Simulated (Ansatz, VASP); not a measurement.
This is a calculation of Sn for Ansatz 0.2.0.

Contents of input.yaml:

```yaml
crystal:
  lattice:
    - [-1.7604013028, 1.810370488, 2.3842034864]
    - [1.7604013028, -1.810370488, 2.3842034864]
    - [1.7604013028, 1.810370488, -2.3842034864]
  atoms:
    - { symbol: Sn, position: [0.0, 0.0, 0.0] }
kpoints:
  mp_grid: { grid: [11, 11, 11] }
scf:
  occupations: { method: fermi_dirac, width: 0.05 }
hamiltonian:
  xc: pbesol
  pseudopotentials: { kind: all_electron, lapw: { basis_error: 0.0005 } }
output:
  forces: true
  stress: true
  eigenvalues: true
```

Potentials or basis: all-electron LAPW, scalar-relativistic.

The run is started by

```console
$ ansatz run input.yaml --threads 1 --pin off --max-ram 3072MiB --backend cpu --events-out ev --progress --plain --runs-dir out
```

Task: Translate it to VASP 6.6.1. Potentials there: VASP PAW PBE potentials, release 64 (Sn_d).

Result: As run (the cutoff follows the program's own potentials):

Contents of INCAR:

```
ALGO = Normal
EDIFF = 1E-6
ENCUT = 520
GGA = PS
ISIF = 2
ISMEAR = -1
LASPH = True
LCHARG = True
LELF = True
LREAL = False
LVHAR = True
LWAVE = False
NBANDS = 13
NELM = 100
PREC = Accurate
SIGMA = 0.05
```

Contents of KPOINTS:

```
k-points
0
Gamma
  11 11 11
```

File POSCAR:

```
Sn
1.0
   -1.7604013028      1.8103704880      2.3842034864
    1.7604013028     -1.8103704880      2.3842034864
    1.7604013028      1.8103704880     -2.3842034864
Sn
1
Direct
    0.0000000000      0.0000000000      0.0000000000
```

Potentials or basis: VASP PAW PBE potentials, release 64 (Sn_d).

Command:

```bash
$ cat potpaw_PBE.64/Sn_d/POTCAR > POTCAR
$ mpirun -np 1 vasp_std > vasp.out
```

Both were run:

|  | VASP | Ansatz | Ansatz less VASP |
| --- | --- | --- | --- |
| gap on the k mesh at the Fermi level (eV) | none | none | - |
| pressure (GPa) | -5.6 | -5.5 | +0.04 |
| traceless stress, the component that is largest in VASP (GPa) | -0.93 | -0.93 | 0.000 |

VASP's potentials were made for PBE, not for PBEsol. A gap of «none» marks a metal or a gap that the smearing closes. Ansatz ran all-electron here, and VASP with PAW potentials.
